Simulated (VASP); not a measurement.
Set up this calculation in VASP 6.6.1, as the native input.

| Item | Value |
| --- | --- |
| Task | single point |
| Functional | PBEsol |
| Potentials or basis | VASP PAW PBE potentials, release 64 (Ti_sv, Te) |
| Cutoff | 520 eV |
| k mesh | 10 × 10 × 5 |
| Occupations | fermi-dirac, width 0.3 eV |
| Spin | no spin polarisation |
| Dipole correction | no |
| Further INCAR settings | ALGO = Normal; EDIFF = 1e-06; NBANDS = 19 |

The structure of TiTe2 lies in POSCAR:

```
TiTe2
1.0
    3.6998967326      0.0000000000      0.0000000000
   -1.8499483663      3.2042045617      0.0000000000
    0.0000000000      0.0000000000      6.3653505344
Ti Te
1 2
Direct
    0.0000000000      0.0000000000      0.0000000000
    0.6666666667      0.3333333333      0.2628000000
    0.3333333333      0.6666666667      0.7372000000
```

One way to write it, as run:

INCAR

```
PREC = Accurate ; ENCUT = 520
EDIFF = 1E-6 ; ISMEAR = -1
SIGMA = 0.3 ; LREAL = F
LASPH = T ; NELM = 80
ALGO = Normal ; ISIF = 2
LWAVE = F ; LCHARG = F
GGA = PS ; NBANDS = 19
```

KPOINTS

```
Automatic mesh
0
Gamma
  10 10 5
```

Potentials or basis: VASP PAW PBE potentials, release 64 (Ti_sv, Te).

Run with:

```console
$ cat potpaw_PBE.64/Ti_sv/POTCAR potpaw_PBE.64/Te/POTCAR > POTCAR
$ mpirun -np 1 vasp_std > vasp.out
```

Results of the run:

```yaml
Pressure: 2.3 GPa
Largest_force: 0.514 eV/Å
Band_gap_on_the_k_mesh: zero (bands 12 and 13 overlap by 0.73 eV)
```

Caveat: so wide a smearing shifts energies and pressures; the PAW data sets were made with another functional, which shifts forces and pressure a little; spin-orbit coupling is left out, which moves the levels of the heavy elements; this functional lacks dispersion, which binds the layers, so the pressure and a relaxed spacing across them are unreliable.

Wall time 38 s on 1 thread of Intel(R) Xeon(R) Platinum 8559C (Emerald Rapids), on a shared host, peak memory 0.23 GiB.
